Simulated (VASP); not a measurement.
# Al in VASP: settings compared, part 2 of 2

VASP 6.6.1. Earlier steps stand in the parts before.

### 4 Single point, PBEsol

This run uses another cell than the first one: it holds 8 atoms, not 10.

INCAR

```
SYSTEM = Al
PREC = Accurate
ENCUT = 520
EDIFF = 1E-6
ISMEAR = 0
SIGMA = 0.1
LREAL = .FALSE.
LASPH = .TRUE.
NELM = 80
ALGO = Normal
ISIF = 2
LWAVE = .FALSE.
LCHARG = .FALSE.
LDIPOL = .TRUE.
IDIPOL = 3
DIPOL = 0.5 0.5 0.500
GGA = PS
NBANDS = 22
```

KPOINTS

```
regular mesh
0
G
  12 12 1
  0 0 0
```

POSCAR

```
Al
1.0
    2.8362844922      0.0000000000      0.0000000000
   -1.4181422461      2.4562944226      0.0000000000
    0.0000000000      0.0000000000     33.3137615421
Al
8
Direct
    0.3333333333      0.6666666667      0.2551498122
    0.0000000000      0.0000000000      0.3251070087
    0.6666666667      0.3333333333      0.3950642052
    0.0000000000      0.0000000000      0.4650214017
    0.3333333333      0.6666666667      0.5344233956
    0.0000000000      0.0000000000      0.6046837207
    0.6666666667      0.3333333333      0.6750222223
    0.0000000000      0.0000000000      0.7464031073
```

Potentials or basis: VASP PAW PBE potentials, release 64 (Al).

Launch:

```
cat potpaw_PBE.64/Al/POTCAR > POTCAR
mpirun -np 1 vasp_std > vasp.out
```

OUTCAR:

```text
SYSTEM = Al
   PREC = Accurate
   ENCUT = 520
   EDIFF = 1E-6
   ISMEAR = 0
   LREAL = .FALSE.
   LASPH = .TRUE.
   NELM = 80
   ISIF = 2
   GGA = PS

 ion  position               nearest neighbor table
   1  0.333  0.667  0.255-   2 2.85   2 2.85   2 2.85
   2  0.000  0.000  0.325-   1 2.85   3 2.85   1 2.85   3 2.85   3 2.85   1 2.85
   3  0.667  0.333  0.395-   2 2.85   4 2.85   2 2.85   4 2.85   2 2.85   4 2.85
   4  0.000  0.000  0.465-   5 2.83   5 2.83   5 2.83   3 2.85   3 2.85   3 2.85
   5  0.333  0.667  0.534-   4 2.83   4 2.83   4 2.83   6 2.86   6 2.86   6 2.86
[... 690 lines left out ...]
  in kB       -9.7165798     -9.7165798      1.7338009      0.0000000      0.0000000      0.0000000
  external PRESSURE =      -5.8997863 kB  Pullay stress =       0.0000000 kB

 VOLUME and BASIS-vectors are now :
 -----------------------------------------------------------------------------
  energy-cutoff  :      520.00
  volume of cell :      232.09
      direct lattice vectors                 reciprocal lattice vectors
     2.836284492  0.000000000  0.000000000     0.352573941  0.203558659  0.000000000
    -1.418142246  2.456294423  0.000000000     0.000000000  0.407117319  0.000000000
     0.000000000  0.000000000 33.313761542     0.000000000  0.000000000  0.030017625

 POSITION                                       TOTAL-FORCE (eV/Angst)
 -----------------------------------------------------------------------------------
     -0.00000      1.63753      8.50000        -0.000000      0.000000     -0.047350
      0.00000      0.00000     10.83054        -0.000000      0.000000      0.019507
      1.41814      0.81876     13.16107        -0.000000     -0.000000      0.012454
      0.00000      0.00000     15.49161        -0.000000     -0.000000      0.008967
     -0.00000      1.63753     17.80365         0.000000      0.000000      0.002732
      0.00000      0.00000     20.14429        -0.000000      0.000000     -0.000896
      1.41814      0.81876     22.48753         0.000000     -0.000000     -0.000823
      0.00000      0.00000     24.86550        -0.000000      0.000000      0.005409
 -----------------------------------------------------------------------------------
    total drift:                               -0.000000      0.000000      0.000010

  FREE ENERGIE OF THE ION-ELECTRON SYSTEM (eV)
  ---------------------------------------------------
  free  energy   TOTEN  =       -31.8379628393 eV

  energy  without entropy=      -31.8277533393  energy(sigma->0) =      -31.83285809

 vacuum level on the upper side and lower side of the slab         6.758         6.796
```

OSZICAR:

```text
N       E                     dE             d eps       ncg     rms          rms(c)
DAV:   1     0.490708098368E+02    0.49071E+02   -0.80742E+03   836   0.821E+02
DAV:   2    -0.290097202466E+02   -0.78081E+02   -0.74407E+02  1134   0.131E+02
DAV:   3    -0.325692832290E+02   -0.35596E+01   -0.34308E+01  1146   0.265E+01
[... 20 lines left out ...]
DAV:  24    -0.318379324578E+02   -0.21073E-05   -0.30266E-07   736   0.187E-03    0.730E-04
DAV:  25    -0.318379517876E+02   -0.19330E-04   -0.10749E-06   692   0.195E-03    0.103E-03
DAV:  26    -0.318379597629E+02   -0.79754E-05   -0.52396E-07   678   0.164E-03    0.676E-04
DAV:  27    -0.318379618735E+02   -0.21106E-05   -0.85307E-08   688   0.810E-04    0.235E-04
DAV:  28    -0.318379628393E+02   -0.96576E-06   -0.44145E-08   640   0.522E-04
   1 F= -.31837963E+02 E0= -.31832858E+02  d E =-.102095E-01
```

It took 1.7 min on 1 thread of Intel Xeon 6975P-C (Granite Rapids), shared host; peak memory 0.38 GiB.

What came out:

| Item | Value |
| --- | --- |
| Free energy | -31.8380 eV |
| Largest force | 0.047 eV/Å |
| Band gap on the k mesh | zero (band 12 reaches 5.01 eV, above the bottom of band 13 at 1.77 eV) |

Forces on the atoms (eV/Å):
```
Al   0.000  0.000 -0.047
Al   0.000  0.000  0.020
Al   0.000  0.000  0.012
Al   0.000  0.000  0.009
Al   0.000  0.000  0.003
Al   0.000  0.000 -0.001
Al   0.000  0.000 -0.001
Al   0.000  0.000  0.005
```

Levels at points of the mesh, in eV from the Fermi level:
```
           k point  band 7  band 8  band 9  band 10  band 11  band 12  band 13  band 14  band 15  band 16
(0.00, 0.00, 0.00)   -6.63   -5.26   -3.94    -2.32    -0.70     0.97     2.51     3.66     4.09     5.02
(0.50, 0.00, 0.00)   -3.76   -3.69   -2.82    -2.74    -2.04    -1.70    -0.74    -0.58     0.58     0.74
```

Caveat: the PAW data sets were made with another functional, which shifts forces and pressure a little.

### 5 Overview

| level | cell | smearing | gap on the mesh (eV) | largest force (eV/Å) |
| --- | --- | --- | --- | --- |
| PBEsol | a = 2.836, b = 2.836, c = 37.975 Å, angles 90.0, 90.0, 120.0°, 10 atoms | gaussian 0.1 eV | none | 0.05 |
| revPBE | a = 2.836, b = 2.836, c = 37.975 Å, angles 90.0, 90.0, 120.0°, 10 atoms | methfessel-paxton 0.1 eV | none | 0.13 |
| PBEsol | a = 2.836, b = 2.836, c = 33.314 Å, angles 90.0, 90.0, 120.0°, 8 atoms | gaussian 0.1 eV | none | 0.05 |

Some of these runs hold the atoms at other places in the same cell, which the table doesn't show; runs alike in all that it shows share one row.

Alike in all rows: task single point; potentials or basis VASP PAW PBE potentials, release 64 (Al); no spin polarisation; k mesh 12 × 12 × 1; cutoff (eV) 520.

Caveats: the PAW data sets were made with another functional, which shifts forces and pressure a little.

Absolute energies hang on the potentials; compare differences alone.
